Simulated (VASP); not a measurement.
# Te2Mo: single point with PBE exchange alone

Te2Mo, a slab with vacuum:

```
Te Mo
1.0
     6.44532    0.00000    0.00000
     0.00000    3.52620    0.00000
    -0.08687    0.00000   36.65194
Te Mo
4 2
Direct
  0.42925 0.75000 0.54070
  0.57075 0.25000 0.45930
  0.92085 0.25000 0.55653
  0.07915 0.75000 0.44347
  0.18135 0.25000 0.49747
  0.81865 0.75000 0.50253
```

| Property | Result |
| --- | --- |
| Program | VASP 6.6.1 |
| Task | single point |
| Functional | PBE exchange alone |
| Potentials or basis | VASP PAW PBE potentials, release 64 (Te, Mo_sv) |
| Cutoff | 520 eV |
| k mesh | 4 × 8 × 1 |
| Occupations | fermi-dirac, width 0.05 eV |
| Spin | no spin polarisation |
| Dipole correction | no |
| Further INCAR settings | ALGO = Normal; EDIFF = 1e-07; NBANDS = 35 |

The largest force is 1.138 eV/Å and the band gap on the k mesh is zero (bands 26 and 27 overlap by 0.14 eV).

Forces in eV/Å, atoms in the order of the input:
```
Te   0.004  0.000  0.813
Te  -0.004  0.000 -0.813
Te  -0.029  0.000  1.138
Te   0.029  0.000 -1.138
Mo   0.132  0.000  0.019
Mo  -0.132  0.000 -0.019
```

Levels at points of the mesh, in eV from the Fermi level:
```
           k point  band 23  band 24  band 25  band 26  band 27  band 28  band 29  band 30
(0.00, 0.00, 0.00)    -0.89    -0.58    -0.30     0.15     0.63     0.97     1.62     2.05
(0.50, 0.00, 0.00)    -1.19    -0.77    -0.74    -0.64     0.15     0.98     1.38     1.69
(0.00, 0.50, 0.00)    -1.53    -1.53    -1.32    -1.32     1.12     1.12     1.40     1.40
(0.50, 0.50, 0.00)    -1.63    -1.63    -0.79    -0.79     1.04     1.04     1.82     1.82
```

It took 8 min on 1 thread of Intel(R) Xeon(R) 6975P-C (Granite Rapids), on a shared host, peak memory 0.94 GiB.

Caveat: spin-orbit coupling is left out, which moves the levels of the heavy elements.
